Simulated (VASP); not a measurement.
Write the native input for VASP 6.6.1 that does the following.

```yaml
Task: relaxation of cell and atoms
Functional: PBE
Potentials_or_basis: VASP PAW PBE potentials, release 64 (Li_sv, F)
Cutoff: 600 eV
k_mesh: 6 × 6 × 12
Occupations: gaussian, width 0.1 eV
Spin: no spin polarisation
Dipole_correction: no
Further_INCAR_settings: ALGO = Normal; EDIFF = 1e-07; IBRION = 2; EDIFFG = -0.01; NSW = 100; ISIF = 3
```

The structure of Li5F lies in POSCAR:

```
Li5F
1.0
    5.8289290293      0.0000000000      0.0000000000
    0.0000000000      5.8289290293      0.0000000000
    0.0000000000      0.0000000000      3.4193269841
Li F
5 1
Direct
    0.7731994767      0.7731994767      0.0000000000
    0.2268005233      0.2268005233      0.0000000000
    0.2268005233      0.7731994767      0.0000000000
    0.7731994767      0.2268005233      0.0000000000
    0.5000000000      0.5000000000      0.5000000000
    0.0000000000      0.0000000000      0.0000000000
```

The cell was built from a structure type or drawn by symmetry, and may not be a known phase.

One way to write it, as run:

INCAR

```
PREC     = Accurate       # precision mode
ENCUT    = 600            # plane-wave cutoff, eV
EDIFF    = 1E-7           # SCF threshold, eV
ISMEAR   = 0              # smearing method
SIGMA    = 0.1            # smearing width, eV
LREAL    = False          # projectors in reciprocal space
LASPH    = True           # aspherical terms in the spheres
NELM     = 100            # most SCF steps
ALGO     = Normal         # electronic algorithm
ISIF     = 3              # what is computed and relaxed
LWAVE    = False          # write WAVECAR
LCHARG   = False          # write CHGCAR
GGA      = PE             # functional
IBRION   = 2              # ionic algorithm
NSW      = 100            # ionic steps
EDIFFG   = -0.01          # ionic threshold
```

KPOINTS

```
Automatic mesh
0
Gamma
  6 6 12
```

Potentials or basis: VASP PAW PBE potentials, release 64 (Li_sv, F).

The run is started by

```bash
$ cat potpaw_PBE.64/Li_sv/POTCAR potpaw_PBE.64/F/POTCAR > POTCAR
$ mpirun -np 1 vasp_std > vasp.out
```

It gave:

```json
{
 "Relaxed volume": "18.93 Å³/atom",
 "Relaxed cell": "a = 5.836 Å, b = 5.836 Å, c = 3.336 Å, α = 90.00°, β = 90.00°, γ = 90.00°",
 "Space group after relaxing (to 0.1 Å)": "P4/mmm (No. 123)",
 "Energy gained by relaxing": "0.8 meV/atom",
 "Ionic steps": "7",
 "Pressure after relaxing": "0.0 GPa",
 "Band gap on the k mesh": "zero (bands 11 and 12 overlap by 2.37 eV)"
}
```

Caveat: the cutoff is under 1.25 times the usual one of these potentials, so pressure, stress and relaxed cells hold a basis-set (Pulay) error.

Wall time 7.4 min on 1 thread of Intel(R) Xeon(R) Platinum 8259CL CPU @ 2.50GHz (Skylake/Cascade Lake) (shared host), peak memory 0.32 GiB.
